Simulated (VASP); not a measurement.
# TiO2 (I4_1/amd) in VASP: single point with r2SCAN

Aim: the single point of TiO2 with r2SCAN.

Everything below comes from runs of VASP 6.6.1. Logs are shortened: lines on timing, memory, paths and dates and some standing lists are left out, and cuts for length are marked.

**1. The cell of the first run**

Symmetry: I4_1/amd, No. 141, tetragonal system. Conventional cell: a = 3.778 Å, b = 3.778 Å, c = 9.583 Å, α = 90.00°, β = 90.00°, γ = 90.00°. Ti (site symmetry -4m2) has 6 O at 1.93 to 1.99 Å within 2.6 Å. O (site symmetry 2mm) has 3 Ti at 1.93 to 1.99 Å and 2 O at 2.46 Å within 2.6 Å.

**2. Single point, r2SCAN**

File POSCAR:

```
TiO2
1.0
   -3.7779444200      0.0000000000      0.0000000000
    0.0000000000     -3.7779444200      0.0000000000
    0.0000000000      0.0000000000      9.5827978520
Ti O
4 8
Direct
    0.0000000000      0.0000000000      0.0000000000
    0.5000000000      0.5000000000      0.5000000000
    0.5000000000      0.0000000000      0.7500000000
    0.0000000000      0.5000000000      0.2500000000
    0.5000000000      0.5000000000      0.7073045408
    1.0000000000      1.0000000000      0.2073045408
    0.5000000000      0.0000000000      0.9573045408
    0.0000000000      0.5000000000      0.4573045408
    0.5000000000      0.0000000000      0.5426954592
    0.0000000000      0.5000000000      0.0426954592
    0.0000000000      0.0000000000      0.7926954592
    0.5000000000      0.5000000000      0.2926954592
```

File INCAR.step1:

```
SYSTEM = TiO2
ALGO = Normal
EDIFF = 1E-4
ENCUT = 520
GGA = PE
ISMEAR = 0
LASPH = .TRUE.
LCHARG = .FALSE.
LREAL = .FALSE.
LWAVE = .TRUE.
NBANDS = 60
NELM = 60
PREC = Accurate
SIGMA = 0.05
```

File INCAR.step2:

```
SYSTEM = TiO2
ALGO = Normal
EDIFF = 1E-7
ENCUT = 520
ISIF = 2
ISMEAR = 0
ISTART = 1
LASPH = .TRUE.
LCHARG = .TRUE.
LELF = .TRUE.
LMIXTAU = .TRUE.
LREAL = .FALSE.
LVHAR = .TRUE.
LWAVE = .FALSE.
METAGGA = R2SCAN
NBANDS = 60
NELM = 60
PREC = Accurate
SIGMA = 0.05
```

File KPOINTS:

```
k-points
0
G
  6 6 3
  0 0 0
```

Potentials or basis: VASP PAW PBE potentials, release 64 (Ti_sv, O).

Run with:

```
$ cat potpaw_PBE.64/Ti_sv/POTCAR potpaw_PBE.64/O/POTCAR > POTCAR
$ cp INCAR.step1 INCAR
$ mpirun -np 1 vasp_std > vasp.out
$ cp INCAR.step2 INCAR
$ mpirun -np 1 vasp_std > vasp.out
```

OUTCAR:

```text
SYSTEM = TiO2
   EDIFF = 1E-7
   ENCUT = 520
   ISIF = 2
   ISMEAR = 0
   ISTART = 1
   LASPH = .TRUE.
   LREAL = .FALSE.
   METAGGA = R2SCAN
   NELM = 60
   PREC = Accurate

 ion  position               nearest neighbor table
   1  0.000  0.000  0.000-   7 1.93  10 1.93  10 1.93   7 1.93   6 1.99  11 1.99
   2  0.500  0.500  0.500-   8 1.93   9 1.93   9 1.93   8 1.93   5 1.99  12 1.99
   3  0.500  0.000  0.750-   5 1.93  11 1.93   5 1.93  11 1.93   9 1.99   7 1.99
   4  0.000  0.500  0.250-   6 1.93  12 1.93   6 1.93  12 1.93  10 1.99   8 1.99
   5  0.500  0.500  0.707-   3 1.93   3 1.93   2 1.99
   6  0.000  0.000  0.207-   4 1.93   4 1.93   1 1.99
   7  0.500  0.000  0.957-   1 1.93   1 1.93   3 1.99
   8  0.000  0.500  0.457-   2 1.93   2 1.93   4 1.99
   9  0.500  0.000  0.543-   2 1.93   2 1.93   3 1.99
  10  0.000  0.500  0.043-   1 1.93   1 1.93   4 1.99
  11  0.000  0.000  0.793-   3 1.93   3 1.93   1 1.99
  12  0.500  0.500  0.293-   4 1.93   4 1.93   2 1.99

  LATTYP: Found a simple tetragonal cell.
 ALAT       =     3.7779444200
 C/A-ratio  =     2.5365110723

  Lattice vectors:

 A1 = (  -3.7779444200,   0.0000000000,   0.0000000000)
 A2 = (   0.0000000000,  -3.7779444200,   0.0000000000)
 A3 = (   0.0000000000,   0.0000000000,   9.5827978520)

Analysis of symmetry for initial positions (statically):
=====================================================================
 Subroutine PRICEL returns following result:

  LATTYP: Found a body centered tetragonal cell.
 ALAT       =     3.7779444200
 C/A-ratio  =     2.5365110723

  Lattice vectors:

 A1 = (   1.8889722100,  -1.8889722100,   4.7913989260)
 A2 = (  -1.8889722100,   1.8889722100,   4.7913989260)
 A3 = (  -1.8889722100,  -1.8889722100,  -4.7913989260)

   2 primitive cells build up your supercell.

 Routine SETGRP: Setting up the symmetry group for a
 simple tetragonal supercell.

 Subroutine GETGRP returns: Found 16 space group operations
 (whereof  8 operations were pure point group operations)
 out of a pool of 16 trial point group operations.

The static configuration has the point symmetry D_2d.
 The point group associated with its full space group is D_4h.

Analysis of symmetry for dynamics (positions and initial velocities):
=====================================================================
 Subroutine PRICEL returns following result:

  LATTYP: Found a body centered tetragonal cell.
 ALAT       =     3.7779444200
 C/A-ratio  =     2.5365110723

  Lattice vectors:

 A1 = (   1.8889722100,  -1.8889722100,   4.7913989260)
 A2 = (  -1.8889722100,   1.8889722100,   4.7913989260)
 A3 = (  -1.8889722100,  -1.8889722100,  -4.7913989260)

   2 primitive cells build up your supercell.

 Routine SETGRP: Setting up the symmetry group for a
 simple tetragonal supercell.

 Subroutine GETGRP returns: Found 16 space group operations
 (whereof  8 operations were pure point group operations)
 out of a pool of 16 trial point group operations.

The dynamic configuration has the point symmetry D_2d.
 The point group associated with its full space group is D_4h.

 Subroutine INISYM returns: Found 16 space group operations
 (whereof  8 operations are pure point group operations),
 and found     2 'primitive' translations

----------------------------------------------------------------------------------------

                                     Primitive cell

  volume of cell :      68.3870

  direct lattice vectors                    reciprocal lattice vectors
     1.888972210 -1.888972210  4.791398926    -0.000000000 -0.264694206  0.104353657
    -1.888972210  1.888972210  4.791398926    -0.264694206  0.000000000  0.104353657
    -1.888972210 -1.888972210 -4.791398926    -0.264694206 -0.264694206  0.000000000

  length of vectors
     5.485793989  5.485793989  5.485793989     0.284521895  0.284521895  0.374334137

  position of ions in fractional coordinates (direct lattice)
     0.000000000  0.000000000  0.000000000
     0.750000000  0.250000000  0.500000000
     0.207304541  0.207304541  0.000000000
     0.957304541  0.457304541  0.500000000
     0.542695459  0.042695459  0.500000000
     0.792695459  0.792695459  0.000000000

  ion indices of the primitive-cell ions
   primitive index   ion index
                 1           1
                 2           3
                 3           6
                 4           7
                 5          10
                 6          11

----------------------------------------------------------------------------------------

 KPOINTS: k-points

Automatic generation of k-mesh.
 Grid dimensions read from file:
 generate k-points for:    6    6    3

 Generating k-lattice:

  Cartesian coordinates                     Fractional coordinates (reciprocal lattice)
    -0.044115701  0.000000000  0.000000000     0.166666667  0.000000000  0.000000000
     0.000000000 -0.044115701  0.000000000     0.000000000  0.166666667  0.000000000
     0.000000000  0.000000000  0.034784552     0.000000000  0.000000000  0.333333333

  Length of vectors
     0.044115701  0.044115701  0.034784552

  Shift w.r.t. Gamma in fractional coordinates (k-lattice)
     0.000000000  0.000000000  0.000000000

 Subroutine IBZKPT returns following result:
 ===========================================

 Found     20 irreducible k-points:

 Following reciprocal coordinates:
            Coordinates               Weight
  0.000000  0.000000  0.000000      1.000000
  0.166667  0.000000  0.000000      4.000000
  0.333333  0.000000  0.000000      4.000000
  0.500000  0.000000  0.000000      2.000000
  0.166667  0.166667  0.000000      4.000000
  0.333333  0.166667  0.000000      8.000000
[... 12 lines left out ...]
  0.500000  0.333333  0.333333      8.000000
  0.500000  0.500000  0.333333      2.000000
   k-points           NKPTS =     20   k-points in BZ     NKDIM =     20   number of bands    NBANDS=     60
   number of dos      NEDOS =    301   number of ions     NIONS =     12
   total plane-waves  NPLWV =  56448
   dimension x,y,z NGX =    28 NGY =   28 NGZ =   72
   dimension x,y,z NGXF=    56 NGYF=   56 NGZF=  144
   ions per type =               4   8
   NGX,Y,Z   is equivalent  to a cutoff of  12.32, 12.32, 12.49 a.u.
   NGXF,Y,Z  is equivalent  to a cutoff of  24.64, 24.64, 24.98 a.u.
 SYSTEM =  TiO2
   PREC   = accura    normal or accurate (medium, high low for compatibility)
   ISTART =      1    job   : 0-new  1-cont  2-samecut
   ICHARG =      0    charge: 1-file 2-atom 10-const
   ISPIN  =      1    spin polarized calculation?
   LNONCOLLINEAR =      F non collinear calculations
   LSORBIT =      F    spin-orbit coupling
   LASPH  =      T    aspherical Exc in radial PAW
   ENCUT  =  520.0 eV  38.22 Ry    6.18 a.u.   7.02  7.02 17.82*2*pi/ulx,y,z
   NELM   =     60;   NELMIN=  2; NELMDL=  0     # of ELM steps
   EDIFF  = 0.1E-06   stopping-criterion for ELM
   LREAL  =      F    real-space projection
   EDIFFG = 0.1E-05   stopping-criterion for IOM
   NSW    =      0    number of steps for IOM
   IBRION =     -1    ionic relax: 0-MD 1-quasi-New 2-CG
   NFREE  =      0    steps in history (QN), initial steepest desc. (CG)
   ISIF   =      2    stress and relaxation
   ISYM   =      2    0-nonsym 1-usesym 2-fastsym
   POTIM  = 0.5000    time-step for ionic-motion
   TEBEG  =    0.0;   TEEND  =   0.0 temperature during run
   PSTRESS=    0.0 pullay stress
   NELECT =      96.0000    total number of electrons
   NUPDOWN=      -1.0000    fix difference up-down
   EMIN   =  10.00;   EMAX   =-10.00  energy-range for DOS
   EFERMI =   0.00;   METHOD = LEGACY
   ISMEAR =     0;   SIGMA  =   0.05  broadening in eV -4-tet -1-fermi 0-gaus
   EFERMI_NEDOS =   21; number of points for ismear=-14 and -15
   IALGO  =     38    algorithm
   IMIX   =      4    mixing-type and parameters
     AMIX     =   0.40;   BMIX     =  1.00
     AMIX_MAG =   1.60;   BMIX_MAG =  1.00
  volume/ion in A,a.u.               =      11.40        76.92
  Fermi-wavevector in a.u.,A,eV,Ry     =   1.454892  2.749347 28.799598  2.116711
  Thomas-Fermi vector in A             =   2.571990
   LORBIT       =      0    0 simple, 1 ext, 2 COOP (PROOUT), +10 PAW based schemes
   METAGGA = R2SCAN    functional components
   LHFCALC =     F    Hartree Fock is set to
   AEXX    =    0.0000 exact exchange contribution
   IVDW    =     0    specifies the selected vdW correction
   LEPSILON=     F    determine dielectric tensor
   LRPA    =     F    only Hartree local field effects (RPA)
 non-spin polarized calculation
 Gauss-broadening in eV      SIGMA  =   0.05
  energy-cutoff  :      520.00
  volume of cell :      136.77
 maximum number of plane-waves:      3716
   NGX = 15   NGY = 15   NGZ = 35

 number of electron      95.9999943 magnetization

 Free energy of the ion-electron system (eV)
  ---------------------------------------------------
  ext. energy  EPLUGINS =         0.00000000
  ---------------------------------------------------
  free energy    TOTEN  =      -139.71539009 eV

  energy without entropy =     -139.71539009  energy(sigma->0) =     -139.71539009

 E-fermi :   3.3695     XC(G=0): -11.4454

 val. band max:        2.9689891505   @ k =   0.5000   0.5000   0.0000
 cond. band min:       5.5686002834   @ k =   0.0000   0.0000   0.0000
 fundamental gap:      2.5996111329
 Fermi energy:         3.3694773800

 k-point     1 :       0.0000    0.0000    0.0000
  band No.  band energies     occupation
      1     -55.5686      2.00000
      2     -55.5393      2.00000
      3     -55.5393      2.00000
      4     -55.5096      2.00000
      5     -30.9863      2.00000
      6     -30.7914      2.00000
[... 1249 lines left out ...]
     59       8.3431      0.00000
     60       8.3431      0.00000

------------------------ aborting loop because EDIFF is reached ----------------------------------------

  FORCE on cell =-STRESS in cart. coord.  units (eV):
  Direction    XX          YY          ZZ          XY          YZ          ZX
  --------------------------------------------------------------------------------------
  -------------------------------------------------------------------------------------
  Total        1.1013300      1.1013300      0.8812765      0.0000000      0.0000000      0.0000000
  in kB       12.9010363     12.9010363     10.3233185      0.0000000      0.0000000      0.0000000
  external PRESSURE =      12.0417970 kB  Pullay stress =       0.0000000 kB

 VOLUME and BASIS-vectors are now :
 -----------------------------------------------------------------------------
  energy-cutoff  :      520.00
  volume of cell :      136.77
      direct lattice vectors                 reciprocal lattice vectors
    -3.777944420  0.000000000  0.000000000    -0.264694206  0.000000000  0.000000000
     0.000000000 -3.777944420  0.000000000     0.000000000 -0.264694206  0.000000000
     0.000000000  0.000000000  9.582797852     0.000000000  0.000000000  0.104353657

 POSITION                                       TOTAL-FORCE (eV/Angst)
 -----------------------------------------------------------------------------------
      0.00000      0.00000      0.00000         0.000000      0.000000     -0.000000
     -1.88897     -1.88897      4.79140         0.000000     -0.000000     -0.000000
     -1.88897      0.00000      7.18710        -0.000000     -0.000000     -0.000000
      0.00000     -1.88897      2.39570         0.000000     -0.000000     -0.000000
     -1.88897     -1.88897      6.77796        -0.000000     -0.000000      0.028932
      0.00000      0.00000      1.98656         0.000000      0.000000      0.028932
     -1.88897      0.00000      9.17366        -0.000000     -0.000000      0.028932
      0.00000     -1.88897      4.38226         0.000000     -0.000000      0.028932
     -1.88897      0.00000      5.20054         0.000000     -0.000000     -0.028932
      0.00000     -1.88897      0.40914         0.000000      0.000000     -0.028932
      0.00000      0.00000      7.59624         0.000000      0.000000     -0.028932
     -1.88897     -1.88897      2.80484        -0.000000      0.000000     -0.028932
 -----------------------------------------------------------------------------------
    total drift:                               -0.000000     -0.000000      0.000000

  FREE ENERGIE OF THE ION-ELECTRON SYSTEM (eV)
  ---------------------------------------------------
  free  energy   TOTEN  =      -139.7153900936 eV

  energy  without entropy=     -139.7153900936  energy(sigma->0) =     -139.71539009
```

Wall time 20 min (1 thread of Intel Xeon 8259CL, shared host); peak memory 0.31 GiB.

Results:

| Quantity | Value |
| --- | --- |
| Free energy | -139.7154 eV |
| Pressure | 1.2 GPa |
| Largest force | 0.029 eV/Å |
| Band gap on the k mesh | 2.60 eV |

Forces in eV/Å, atoms in the order of the input:
```
Ti   0.000  0.000  0.000
Ti   0.000  0.000  0.000
Ti   0.000  0.000  0.000
Ti   0.000  0.000  0.000
O    0.000  0.000  0.029
O    0.000  0.000  0.029
O    0.000  0.000  0.029
O    0.000  0.000  0.029
O    0.000  0.000 -0.029
O    0.000  0.000 -0.029
O    0.000  0.000 -0.029
O    0.000  0.000 -0.029
```

Caveat: the PAW data sets were made with another functional, which shifts forces and pressure a little; an odd mesh through Γ misses points on the zone boundary, where band edges can lie.
